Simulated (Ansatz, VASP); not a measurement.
## Two plane-wave programs on GaSb

```
Ga Sb
1.0
     0.00000    3.02449    3.02449
     3.02449    0.00000    3.02449
     3.02449    3.02449    0.00000
Ga Sb
1 1
Direct
  0.00000 0.00000 0.00000
  0.25000 0.25000 0.25000
```

Alike in both runs: task relaxation of cell and atoms; functional LDA; k mesh 12 × 12 × 12; occupations fermi-dirac, width 0.15 eV; no spin polarisation.

|  | VASP | Ansatz |
| --- | --- | --- |
| version | VASP 6.6.1 | Ansatz 0.2.0 |
| potentials or method | VASP PAW LDA potentials, release 64 (Ga_d, Sb), cutoff 500 eV | scalar-relativistic, plane waves, PAW |
| valence electrons in the cell | 18 | 28 |

|  | VASP | Ansatz | Ansatz less VASP |
| --- | --- | --- | --- |
| relaxed volume (Å³/atom) | 27.79 | 27.69 | -0.099 |
| relaxed cell length with the largest relative difference (Å) | 4.283 | 4.278 | -0.0051 |

Ansatz warns that its potentials were made for another functional, while VASP's fit it. LDA's correlation is that of Perdew and Zunger in VASP and of Perdew and Wang (1992) in Ansatz. VASP's potentials hold 18 valence electrons a cell and Ansatz's 28, so a difference there can come from the potentials and not from the codes.

Neither program's run includes spin-orbit coupling.
